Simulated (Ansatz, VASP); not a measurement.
# PtSe: VASP beside Ansatz

The input INCAR:

```
PREC = Accurate
ENCUT = 520
EDIFF = 1E-6
ISMEAR = 0
SIGMA = 0.1
LREAL = F
LASPH = T
NELM = 60
ALGO = Normal
ISIF = 2
LWAVE = F
LCHARG = T
LDIPOL = T
IDIPOL = 3
DIPOL = 0.5 0.5 0.500
GGA = PE
LELF = T
LVHAR = T
LVACPOTAV = T
NBANDS = 15
```

The input KPOINTS:

```
regular mesh
0
Gamma
  6 6 1
```

Contents of POSCAR:

```
PtSe
1.0
    4.0057554000      0.0000000000      0.0000000000
   -2.0028777000      3.4690854700      0.0000000000
    0.0000000000      0.0000000000     16.0000000000
Pt Se
1 1
Direct
    0.0000000000      0.0000000000      0.5407276400
    0.6666666700      0.3333333300      0.4592723600
```

Input for Ansatz:

```yaml
crystal:
  lattice:
    - [4.0057554, 0.0, 0.0]
    - [-2.0028777, 3.46908547, 0.0]
    - [0.0, 0.0, 16.0]
  atoms:
    - { symbol: Pt, position: [0.0, 0.0, 0.54072764] }
    - { symbol: Se, position: [0.66666667, 0.33333333, 0.45927236] }
  periodic: [true, true, false]
basis:
  ecutwfc: 420
kpoints:
  mp_grid: { grid: [6, 6, 1] }
hamiltonian:
  xc: pbe
scf:
  occupations: { method: gaussian, width: 0.1 }
  lower_state_search: "off"
output:
  forces: true
  stress: true
  eigenvalues: true
```

Change from the starting cell: species swapped into a sheet of the SnSb type.

Alike in both runs: task single point; functional PBE; k mesh 6 × 6 × 1; occupations gaussian, width 0.1 eV; no spin polarisation.

|  | VASP | Ansatz |
| --- | --- | --- |
| version | VASP 6.6.1 | Ansatz 0.2.0 |
| potentials or method | VASP PAW PBE potentials, release 64 (Pt, Se), cutoff 520 eV | scalar-relativistic, plane waves, PAW |
| valence electrons in the cell | 16 | 34 |

```tsv
	VASP	Ansatz	Ansatz less VASP
gap on the k mesh at the Fermi level (eV)	none	none	-
rms of the force components (eV/Å)	1.781	1.781	-0.0002
```

Atom by atom the forces differ by 0.000 eV/Å (rms over components). A gap of «none» marks a metal or a gap that the smearing closes. The functional is the same, so the differences come from potentials, cutoffs and numerics. VASP's potentials hold 16 valence electrons a cell and Ansatz's 34, so a difference there can come from the potentials and not from the codes. Ansatz's warnings: slab cell height set, structure snapped to symmetry.

Spin-orbit coupling is off throughout.
